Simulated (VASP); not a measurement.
A run of VASP 6.6.1 is set up as follows.

The input INCAR:

```
SYSTEM = TePb
  PREC = Accurate
  ENCUT = 520
  EDIFF = 1E-7
  ISMEAR = -1
  SIGMA = 0.05
  LREAL = .False.
  LASPH = .True.
  NELM = 60
  ALGO = Normal
  ISIF = 2
  LWAVE = .False.
  LCHARG = .False.
  GGA = PE
  IVDW = 12
  NBANDS = 17
```

File KPOINTS:

```
Automatic mesh
0
Gamma
  7 7 7
  0 0 0
```

File POSCAR:

```
TePb
1.0
    3.9339121656      0.0000000000      0.0000000000
    0.0000000000      3.9339121656      0.0000000000
    0.0000000000      0.0000000000      3.9339121656
Pb Te
1 1
Direct
    0.0000000000      0.0000000000      0.0000000000
    0.5000000000      0.5000000000      0.5000000000
```

Potentials or basis: VASP PAW PBE potentials, release 64 (Pb_d, Te).

The run is started by

```sh
$ cat potpaw_PBE.64/Pb_d/POTCAR potpaw_PBE.64/Te/POTCAR > POTCAR
$ mpirun -np 1 vasp_std > vasp.out
```

What does it give for the pressure?

0.0 GPa.

What does it give for the dispersion energy per atom?

-0.443 eV.

Predict the band gap on the k mesh.

zero (band 10 reaches 7.16 eV, above the bottom of band 11 at 6.25 eV).

Caveat: spin-orbit coupling is left out, which moves the levels of the heavy elements; pairwise dispersion overbinds metals, which lowers pressure and volume.
